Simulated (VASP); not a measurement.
## SrCl2: single point with PBE

SrCl2:

```
Sr Cl
1.0
     5.01576    0.00000    0.00000
    -2.50788    4.34378    0.00000
     0.00000    0.00000    3.65251
Sr Cl
1 2
Cartesian
  0.0000 0.0000 0.0000
  0.0000 2.8959 1.8263
  2.5079 1.4479 1.8263
```

- Program: VASP 6.6.1
- Task: single point
- Functional: PBE
- Potentials or basis: VASP PAW PBE potentials, release 64 (Sr_sv, Cl)
- Cutoff: 520 eV
- k mesh: 6 × 6 × 5
- Occupations: gaussian, width 0.01 eV
- Spin: no spin polarisation
- Dipole correction: no
- Further INCAR settings: ALGO = Normal; EDIFF = 1e-06; NBANDS = 19

The pressure is 0.0 GPa and the band gap on the k mesh is 1.36 eV, indirect (least direct gap 2.04 eV).

Levels at points of the mesh, in eV from the valence-band top:
```csv
k point,band 10,band 11,band 12,band 13,band 14,band 15
"(0.00, 0.00, 0.00)",-1.36,-1.36,-0.90,1.36,2.99,5.44
"(0.50, 0.00, 0.00)",-1.42,-1.38,-0.69,2.06,4.16,5.34
```

It took 30 s on 1 thread of Intel(R) Xeon(R) Platinum 8488C (Sapphire Rapids), on a shared host, peak memory 0.2 GiB.

A k mesh can miss the band edges. PBE gaps usually lie below the measured ones, often by a third to a half.
